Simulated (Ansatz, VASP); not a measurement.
**Two plane-wave programs on Be**

File INCAR:

```
PREC = Accurate
ENCUT = 520
EDIFF = 1E-7
ISMEAR = -1
SIGMA = 0.08
LREAL = F
LASPH = T
NELM = 150
ALGO = Normal
ISIF = 2
LWAVE = F
LCHARG = F
LNONCOLLINEAR = T
MAGMOM = 0 0 0 0 0 0
LORBIT = 11
LSORBIT = T
GGA_COMPAT = F
LORBMOM = T
GGA = PE
IVDW = 13
NBANDS = 16
```

File KPOINTS:

```
regular mesh
0
Gamma
  19 19 11
```

Contents of POSCAR:

```
Be
1.0
    1.7831532274      0.0000000000      0.0000000000
   -0.8915766137      1.5442559938      0.0000000000
    0.0000000000      0.0000000000      2.8702406389
Be
2
Direct
    0.3333333333      0.6666666667      0.2500000000
    0.6666666667      0.3333333333      0.7500000000
```

Input for Ansatz:

```yaml
crystal:
  lattice:
    - [1.7831532274, 0.0, 0.0]
    - [-0.8915766137, 1.5442559938, 0.0]
    - [0.0, 0.0, 2.8702406389]
  atoms:
    - { symbol: Be, position: [0.3333333333, 0.6666666667, 0.25] }
    - { symbol: Be, position: [0.6666666667, 0.3333333333, 0.75] }
kpoints:
  mp_grid: { grid: [19, 19, 11] }
scf:
  occupations: { method: fermi_dirac, width: 0.08 }
hamiltonian:
  xc: pbe
  pseudopotentials: { kind: paw_fr }
  dispersion: d4
output:
  forces: true
  stress: true
  eigenvalues: true
basis:
  ecutwfc: 1000
magnetization:
  noncollinear: true
  spin_orbit: true
```

Alike in both runs: task single point; functional PBE; dispersion D4; k mesh 19 × 19 × 11; occupations fermi-dirac, width 0.08 eV; non-collinear spin, spin-orbit coupling.

```csv
,VASP,Ansatz
version,VASP 6.6.1,Ansatz 0.2.0
potentials or method,"VASP PAW PBE potentials, release 64 (Be), cutoff 520 eV","PAW with Ansatz's default frozen-core files, scalar-relativistic"
valence electrons in the cell,4,4
```

|  | VASP | Ansatz | Ansatz less VASP |
| --- | --- | --- | --- |
| net moment per atom (μB) | 0.00 | 0.00 | 0.000 |
